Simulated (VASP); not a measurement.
# LiMg (Pmma) in VASP: a series of runs, part 2 of 2

VASP 6.6.1.

**3. Single point, LDA**

This run uses another cell than the first one, of 18.72 Å³/atom, 1.028 times its volume.

File INCAR:

```
PREC = Accurate ; ENCUT = 520
EDIFF = 1E-6 ; ISMEAR = 1
SIGMA = 0.05 ; LREAL = F
LASPH = T ; NELM = 60
ALGO = Normal ; ISIF = 2
LWAVE = F ; LCHARG = F
GGA = CA ; NBANDS = 13
```

File KPOINTS:

```
Automatic mesh
0
Gamma
  5 7 5
```

File POSCAR:

```
LiMg
1.0
    4.7866042811      0.0000000000      0.0000000000
    0.0000000000      3.2545635304      0.0000000000
    0.0000000000      0.0000000000      4.8073910124
Li Mg
2 2
Direct
    0.7500000000      0.0000000000      0.2571170000
    0.2500000000      0.0000000000      0.7428830000
    0.2500000000      0.5000000000      0.2438730000
    0.7500000000      0.5000000000      0.7561270000
```

Potentials or basis: VASP PAW LDA potentials, release 64 (Li_sv, Mg).

Command:

```console
> cat potpaw_LDA.64/Li_sv/POTCAR potpaw_LDA.64/Mg/POTCAR > POTCAR
> mpirun -np 1 vasp_std > vasp.out
```

OUTCAR:

```text
PREC = Accurate
   ENCUT = 520
   EDIFF = 1E-6
   ISMEAR = 1
   LREAL = F
   LASPH = T
   NELM = 60
   ISIF = 2
   GGA = CA

 ion  position               nearest neighbor table
   1  0.750  0.000  0.257-   3 2.89   3 2.89   3 2.89   3 2.89   4 2.90   4 2.90   4 2.91   4 2.91

   2  0.250  0.000  0.743-   4 2.89   4 2.89   4 2.89   4 2.89   3 2.90   3 2.90   3 2.91   3 2.91

   3  0.250  0.500  0.244-   1 2.89   1 2.89   1 2.89   1 2.89   2 2.90   2 2.90   2 2.91   2 2.91
                             4 3.35   4 3.35   4 3.43   4 3.43
   4  0.750  0.500  0.756-   2 2.89   2 2.89   2 2.89   2 2.89   1 2.90   1 2.90   1 2.91   1 2.91
                             3 3.35   3 3.35   3 3.43   3 3.43

  LATTYP: Found a simple orthorhombic cell.
 ALAT       =     3.2545635304
 B/A-ratio  =     1.4707361637
 C/A-ratio  =     1.4771231127

  Lattice vectors:

 A1 = (   0.0000000000,  -3.2545635304,   0.0000000000)
 A2 = (   4.7866042811,   0.0000000000,   0.0000000000)
 A3 = (   0.0000000000,   0.0000000000,   4.8073910124)

Analysis of symmetry for initial positions (statically):
=====================================================================
 Subroutine PRICEL returns:
 Original cell was already a primitive cell.

 Routine SETGRP: Setting up the symmetry group for a
 simple orthorhombic supercell.

 Subroutine GETGRP returns: Found  8 space group operations
 (whereof  4 operations were pure point group operations)
 out of a pool of  8 trial point group operations.

The static configuration has the point symmetry C_2h.
 The point group associated with its full space group is D_2h.

Analysis of symmetry for dynamics (positions and initial velocities):
=====================================================================
 Subroutine PRICEL returns:
 Original cell was already a primitive cell.

 Routine SETGRP: Setting up the symmetry group for a
 simple orthorhombic supercell.

 Subroutine GETGRP returns: Found  8 space group operations
 (whereof  4 operations were pure point group operations)
[... 135 lines left out ...]
   IVDW    =     0    specifies the selected vdW correction
   LEPSILON=     F    determine dielectric tensor
   LRPA    =     F    only Hartree local field effects (RPA)
 non-spin polarized calculation
 Methfessel and Paxton  Order N= 1 SIGMA  =   0.05
  energy-cutoff  :      520.00
  volume of cell :       74.89
 maximum number of plane-waves:      2036
 NGX is ok and might be reduce to    36
   NGX = 17   NGY = 13   NGZ = 17

 number of electron      10.0000000 magnetization

 number of electron       9.9999999 magnetization

 Free energy of the ion-electron system (eV)
  ---------------------------------------------------
  ext. energy  EPLUGINS =         0.00000000
  ---------------------------------------------------
  free energy    TOTEN  =        -8.03097565 eV

  energy without entropy =       -8.02927113  energy(sigma->0) =       -8.03040748

 E-fermi :   2.1013     XC(G=0):  -8.4366

 val. band max:        2.0985815464   @ k =   0.2000   0.4286   0.0000
 cond. band min:       2.1081606123   @ k =   0.2000   0.0000   0.4000
 fundamental gap:      0.0095790658
 Fermi energy:         2.1013095922

 k-point     1 :       0.0000    0.0000    0.0000
  band No.  band energies     occupation
      1     -43.1071      2.00000
      2     -43.1025      2.00000
      3      -3.7164      2.00000
      4       1.2479      2.00000
      5       1.2850      2.00000
      6       2.1637     -0.07076
      7       4.2343      0.00000
      8       6.9340      0.00000
      9       6.9741      0.00000
     10       7.8884      0.00000
     11       7.9945      0.00000
     12       8.3496      0.00000
     13      12.7085      0.00000
[... 354 lines left out ...]
  band No.  band energies     occupation
      1     -43.1019      2.00000
      2     -43.1008      2.00000
      3      -0.4075      2.00000
      4       0.7287      2.00000
      5       1.4541      2.00000
      6       2.1163      0.51686
      7       3.8352      0.00000
      8       4.7123      0.00000
      9       5.2915      0.00000
     10       6.4450      0.00000
     11       8.3299      0.00000
     12       9.2725      0.00000
     13       9.4987      0.00000

 [... further k-points ...]
[... 5 lines left out ...]
  --------------------------------------------------------------------------------------
  -------------------------------------------------------------------------------------
  Total       -0.0693882      0.3082512     -0.1269762      0.0000000      0.0000000      0.0000000
  in kB       -1.4844529      6.5945580     -2.7164585      0.0000000      0.0000000      0.0000000
  external PRESSURE =       0.7978822 kB  Pullay stress =       0.0000000 kB

 VOLUME and BASIS-vectors are now :
 -----------------------------------------------------------------------------
  energy-cutoff  :      520.00
  volume of cell :       74.89
      direct lattice vectors                 reciprocal lattice vectors
     4.786604281  0.000000000  0.000000000     0.208916372  0.000000000  0.000000000
     0.000000000  3.254563530  0.000000000     0.000000000  0.307260863  0.000000000
     0.000000000  0.000000000  4.807391012     0.000000000  0.000000000  0.208013036

 POSITION                                       TOTAL-FORCE (eV/Angst)
 -----------------------------------------------------------------------------------
      3.58995      0.00000      1.23606        -0.000000      0.000000     -0.020249
      1.19665      0.00000      3.57133         0.000000      0.000000      0.020249
      1.19665      1.62728      1.17239        -0.000000      0.000000      0.006572
      3.58995      1.62728      3.63500        -0.000000      0.000000     -0.006572
 -----------------------------------------------------------------------------------
    total drift:                                0.000000     -0.000000      0.000000

  FREE ENERGIE OF THE ION-ELECTRON SYSTEM (eV)
  ---------------------------------------------------
  free  energy   TOTEN  =        -8.0309756509 eV

  energy  without entropy=       -8.0292711279  energy(sigma->0) =       -8.03040748
```

stdout:

```text
POSCAR found type information on POSCAR LiMg
 POSCAR found :  2 types and       4 ions
 scaLAPACK will be used
 LDA part: xc-table for (Slater(with rela. corr.)+CA(PZ))
 , standard interpolation
 POSCAR, INCAR and KPOINTS ok, starting setup
 FFT: planning ... GRIDC
 FFT: planning ... GRID_SOFT
 FFT: planning ... GRID
 WAVECAR not read
 entering main loop
```

It took 14 s on 1 thread of Intel Xeon Platinum 8488C (Sapphire Rapids), shared host; peak memory 0.17 GiB.

What came out:

* Free energy: -8.0310 eV
* Largest force: 0.020 eV/Å
* Band gap on the k mesh: zero (band 5 reaches 3.68 eV, above the bottom of band 6 at 0.68 eV)

Forces in eV/Å, atoms in the order of the input:
```
Li   0.000  0.000 -0.020
Li   0.000  0.000  0.020
Mg   0.000  0.000  0.007
Mg   0.000  0.000 -0.007
```

Levels at points of the mesh, in eV from the Fermi level:
| k point | band 1 | band 2 | band 3 | band 4 | band 5 | band 6 | band 7 | band 8 | band 9 | band 10 |
| --- | --- | --- | --- | --- | --- | --- | --- | --- | --- | --- |
| (0.00, 0.00, 0.00) | -45.21 | -45.20 | -5.82 | -0.85 | -0.82 | 0.06 | 2.13 | 4.83 | 4.87 | 5.79 |

Caveat: the cutoff is under 1.25 times the usual one of these potentials, so pressure, stress and relaxed cells hold a basis-set (Pulay) error.

**4. Single point, LDA**

This run uses another cell than the first one, of 19.23 Å³/atom, 1.056 times its volume.

File INCAR:

```
SYSTEM = LiMg
PREC = Accurate
ENCUT = 520
EDIFF = 1E-6
ISMEAR = 1
SIGMA = 0.05
LREAL = .FALSE.
LASPH = .TRUE.
NELM = 60
ALGO = Normal
ISIF = 2
LWAVE = .FALSE.
LCHARG = .TRUE.
GGA = CA
LELF = .TRUE.
LVHAR = .TRUE.
NBANDS = 13
```

File KPOINTS:

```
Automatic mesh
0
G
  5 7 5
  0 0 0
```

File POSCAR:

```
LiMg
1.0
    4.8293440808      0.0000000000      0.0000000000
    0.0000000000      3.2836236710      0.0000000000
    0.0000000000      0.0000000000      4.8503164177
Li Mg
2 2
Direct
    0.7500000000      0.0000000000      0.2571170000
    0.2500000000      0.0000000000      0.7428830000
    0.2500000000      0.5000000000      0.2438730000
    0.7500000000      0.5000000000      0.7561270000
```

Potentials or basis: VASP PAW LDA potentials, release 64 (Li_sv, Mg).

Command:

```console
> cat potpaw_LDA.64/Li_sv/POTCAR potpaw_LDA.64/Mg/POTCAR > POTCAR
> mpirun -np 1 vasp_std > vasp.out
```

OUTCAR:

```text
SYSTEM = LiMg
   PREC = Accurate
   ENCUT = 520
   EDIFF = 1E-6
   ISMEAR = 1
   LREAL = .FALSE.
   LASPH = .TRUE.
   NELM = 60
   ISIF = 2
   GGA = CA

 ion  position               nearest neighbor table
   1  0.750  0.000  0.257-   3 2.92   3 2.92   3 2.92   3 2.92   4 2.92   4 2.92   4 2.93   4 2.93

   2  0.250  0.000  0.743-   4 2.92   4 2.92   4 2.92   4 2.92   3 2.92   3 2.92   3 2.93   3 2.93

   3  0.250  0.500  0.244-   1 2.92   1 2.92   1 2.92   1 2.92   2 2.92   2 2.92   2 2.93   2 2.93
                             4 3.38   4 3.38   4 3.46   4 3.46
   4  0.750  0.500  0.756-   2 2.92   2 2.92   2 2.92   2 2.92   1 2.92   1 2.92   1 2.93   1 2.93
                             3 3.38   3 3.38   3 3.46   3 3.46

  LATTYP: Found a simple orthorhombic cell.
 ALAT       =     3.2836236710
 B/A-ratio  =     1.4707361637
 C/A-ratio  =     1.4771231127

  Lattice vectors:

 A1 = (   0.0000000000,  -3.2836236710,   0.0000000000)
 A2 = (   4.8293440808,   0.0000000000,   0.0000000000)
 A3 = (   0.0000000000,   0.0000000000,   4.8503164177)

Analysis of symmetry for initial positions (statically):
=====================================================================
 Subroutine PRICEL returns:
 Original cell was already a primitive cell.

 Routine SETGRP: Setting up the symmetry group for a
 simple orthorhombic supercell.

 Subroutine GETGRP returns: Found  8 space group operations
 (whereof  4 operations were pure point group operations)
 out of a pool of  8 trial point group operations.

The static configuration has the point symmetry C_2h.
 The point group associated with its full space group is D_2h.

Analysis of symmetry for dynamics (positions and initial velocities):
=====================================================================
 Subroutine PRICEL returns:
 Original cell was already a primitive cell.

 Routine SETGRP: Setting up the symmetry group for a
 simple orthorhombic supercell.

 Subroutine GETGRP returns: Found  8 space group operations
 (whereof  4 operations were pure point group operations)
 out of a pool of  8 trial point group operations.

The dynamic configuration has the point symmetry C_2h.
 The point group associated with its full space group is D_2h.

 Subroutine INISYM returns: Found  8 space group operations
 (whereof  4 operations are pure point group operations),
 and found     1 'primitive' translations

----------------------------------------------------------------------------------------

                                     Primitive cell

  volume of cell :      76.9151

  direct lattice vectors                    reciprocal lattice vectors
     4.829344081  0.000000000  0.000000000     0.207067457  0.000000000  0.000000000
     0.000000000  3.283623671  0.000000000     0.000000000  0.304541598  0.000000000
     0.000000000  0.000000000  4.850316418     0.000000000  0.000000000  0.206172116

  length of vectors
     4.829344081  3.283623671  4.850316418     0.207067457  0.304541598  0.206172116

  position of ions in fractional coordinates (direct lattice)
     0.750000000  0.000000000  0.257117000
     0.250000000  0.000000000  0.742883000
     0.250000000  0.500000000  0.243873000
     0.750000000  0.500000000  0.756127000

  ion indices of the primitive-cell ions
   primitive index   ion index
                 1           1
                 2           2
                 3           3
                 4           4
[... 54 lines left out ...]
   k-points           NKPTS =     36   k-points in BZ     NKDIM =     36   number of bands    NBANDS=     13
   number of dos      NEDOS =    301   number of ions     NIONS =      4
   total plane-waves  NPLWV =  31104
   dimension x,y,z NGX =    36 NGY =   24 NGZ =   36
   dimension x,y,z NGXF=    72 NGYF=   48 NGZF=   72
   ions per type =               2   2
   NGX,Y,Z   is equivalent  to a cutoff of  12.39, 12.15, 12.34 a.u.
   NGXF,Y,Z  is equivalent  to a cutoff of  24.79, 24.30, 24.68 a.u.
 SYSTEM =  LiMg
   PREC   = accura    normal or accurate (medium, high low for compatibility)
   ISTART =      0    job   : 0-new  1-cont  2-samecut
   ICHARG =      2    charge: 1-file 2-atom 10-const
   ISPIN  =      1    spin polarized calculation?
   LNONCOLLINEAR =      F non collinear calculations
   LSORBIT =      F    spin-orbit coupling
   LASPH  =      T    aspherical Exc in radial PAW
   ENCUT  =  520.0 eV  38.22 Ry    6.18 a.u.   8.98  6.11  9.02*2*pi/ulx,y,z
   NELM   =     60;   NELMIN=  2; NELMDL= -5     # of ELM steps
   EDIFF  = 0.1E-05   stopping-criterion for ELM
   LREAL  =      F    real-space projection
   EDIFFG = 0.1E-04   stopping-criterion for IOM
   NSW    =      0    number of steps for IOM
   IBRION =     -1    ionic relax: 0-MD 1-quasi-New 2-CG
   NFREE  =      0    steps in history (QN), initial steepest desc. (CG)
   ISIF   =      2    stress and relaxation
   ISYM   =      2    0-nonsym 1-usesym 2-fastsym
   POTIM  = 0.5000    time-step for ionic-motion
   TEBEG  =    0.0;   TEEND  =   0.0 temperature during run
   PSTRESS=    0.0 pullay stress
   NELECT =      10.0000    total number of electrons
   NUPDOWN=      -1.0000    fix difference up-down
   EMIN   =  10.00;   EMAX   =-10.00  energy-range for DOS
   EFERMI =   0.00;   METHOD = LEGACY
   ISMEAR =     1;   SIGMA  =   0.05  broadening in eV -4-tet -1-fermi 0-gaus
   EFERMI_NEDOS =   21; number of points for ismear=-14 and -15
   IALGO  =     38    algorithm
   IMIX   =      4    mixing-type and parameters
     AMIX     =   0.40;   BMIX     =  1.00
     AMIX_MAG =   1.60;   BMIX_MAG =  1.00
  volume/ion in A,a.u.               =      19.23       129.76
  Fermi-wavevector in a.u.,A,eV,Ry     =   0.829350  1.567243  9.358369  0.687821
  Thomas-Fermi vector in A             =   1.941881
   LORBIT       =      0    0 simple, 1 ext, 2 COOP (PROOUT), +10 PAW based schemes
   GGA     = CA    functional components
   LHFCALC =     F    Hartree Fock is set to
   AEXX    =    0.0000 exact exchange contribution
   IVDW    =     0    specifies the selected vdW correction
   LEPSILON=     F    determine dielectric tensor
   LRPA    =     F    only Hartree local field effects (RPA)
 non-spin polarized calculation
 Methfessel and Paxton  Order N= 1 SIGMA  =   0.05
  energy-cutoff  :      520.00
  volume of cell :       76.92
 maximum number of plane-waves:      2092
 NGX is ok and might be reduce to    36
   NGX = 17   NGY = 13   NGZ = 19

 number of electron      10.0000008 magnetization

 Free energy of the ion-electron system (eV)
  ---------------------------------------------------
  ext. energy  EPLUGINS =         0.00000000
  ---------------------------------------------------
  free energy    TOTEN  =        -8.02822111 eV

  energy without entropy =       -8.02683431  energy(sigma->0) =       -8.02775885

 E-fermi :   1.9862     XC(G=0):  -8.3539

 val. band max:        1.9785398245   @ k =   0.2000   0.4286   0.0000
 cond. band min:       1.9890032934   @ k =   0.2000   0.0000   0.4000
 fundamental gap:      0.0104634690
 Fermi energy:         1.9861622619

 k-point     1 :       0.0000    0.0000    0.0000
  band No.  band energies     occupation
      1     -43.2681      2.00000
      2     -43.2639      2.00000
      3      -3.7587      2.00000
      4       1.1558      2.00000
      5       1.1920      2.00000
      6       1.9914      0.82328
      7       4.0737      0.00000
      8       6.7273      0.00000
      9       6.7669      0.00000
     10       7.7158      0.00000
     11       7.7681      0.00000
     12       8.1664      0.00000
     13      12.4168      0.00000
[... 354 lines left out ...]
  band No.  band energies     occupation
      1     -43.2634      2.00000
      2     -43.2624      2.00000
      3      -0.4961      2.00000
      4       0.6256      2.00000
      5       1.3487      2.00000
      6       2.0083      0.32697
      7       3.6647      0.00000
      8       4.5355      0.00000
      9       5.1273      0.00000
     10       6.2569      0.00000
     11       8.0870      0.00000
     12       9.0214      0.00000
     13       9.2672      0.00000

 [... further k-points ...]
[... 5 lines left out ...]
  --------------------------------------------------------------------------------------
  -------------------------------------------------------------------------------------
  Total       -0.3542809     -0.1262987     -0.4192850      0.0000000      0.0000000      0.0000000
  in kB       -7.3798358     -2.6308609     -8.7339017      0.0000000      0.0000000      0.0000000
  external PRESSURE =      -6.2481995 kB  Pullay stress =       0.0000000 kB

 VOLUME and BASIS-vectors are now :
 -----------------------------------------------------------------------------
  energy-cutoff  :      520.00
  volume of cell :       76.92
      direct lattice vectors                 reciprocal lattice vectors
     4.829344081  0.000000000  0.000000000     0.207067457  0.000000000  0.000000000
     0.000000000  3.283623671  0.000000000     0.000000000  0.304541598  0.000000000
     0.000000000  0.000000000  4.850316418     0.000000000  0.000000000  0.206172116

 POSITION                                       TOTAL-FORCE (eV/Angst)
 -----------------------------------------------------------------------------------
      3.62201      0.00000      1.24710        -0.000000      0.000000     -0.018861
      1.20734      0.00000      3.60322         0.000000      0.000000      0.018861
      1.20734      1.64181      1.18286        -0.000000      0.000000      0.004333
      3.62201      1.64181      3.66746        -0.000000      0.000000     -0.004333
 -----------------------------------------------------------------------------------
    total drift:                                0.000000     -0.000000     -0.000000

  FREE ENERGIE OF THE ION-ELECTRON SYSTEM (eV)
  ---------------------------------------------------
  free  energy   TOTEN  =        -8.0282211128 eV

  energy  without entropy=       -8.0268343112  energy(sigma->0) =       -8.02775885
```

Wall time 16 s (1 thread of Intel Xeon Platinum 8488C (Sapphire Rapids), shared host); peak memory 0.16 GiB.

What came out:

- Free energy: -8.0282 eV
- Largest force: 0.019 eV/Å
- Band gap on the k mesh: zero (band 5 reaches 3.55 eV, above the bottom of band 6 at 0.58 eV)

Forces on the atoms (eV/Å):
```
Li   0.000  0.000 -0.019
Li   0.000  0.000  0.019
Mg   0.000  0.000  0.004
Mg   0.000  0.000 -0.004
```

Levels at points of the mesh, in eV from the Fermi level:
```tsv
k point	band 2	band 3	band 4	band 5	band 6	band 7	band 8	band 9
(0.00, 0.00, 0.00)	-45.25	-5.74	-0.83	-0.79	0.01	2.09	4.74	4.78
```

Caveat: the cutoff is under 1.25 times the usual one of these potentials, so pressure, stress and relaxed cells hold a basis-set (Pulay) error.

**5. Overview**

```tsv
cell	gap on the mesh (eV)	largest force (eV/Å)
a = 4.743, b = 3.225, c = 4.764 Å, 4 atoms	none	0.02
a = 4.787, b = 3.255, c = 4.807 Å, 4 atoms	none	0.02
a = 4.829, b = 3.284, c = 4.850 Å, 4 atoms	none	0.02
```

Alike in all rows: task single point; level LDA; potentials or basis VASP PAW LDA potentials, release 64 (Li_sv, Mg); no spin polarisation; k mesh 5 × 7 × 5; cutoff (eV) 520; smearing methfessel-paxton 0.05 eV.

Caveats: the cutoff is under 1.25 times the usual one of these potentials, so pressure, stress and relaxed cells hold a basis-set (Pulay) error.

Total energies depend on the potentials used, so only differences within one code and one set of settings carry meaning.
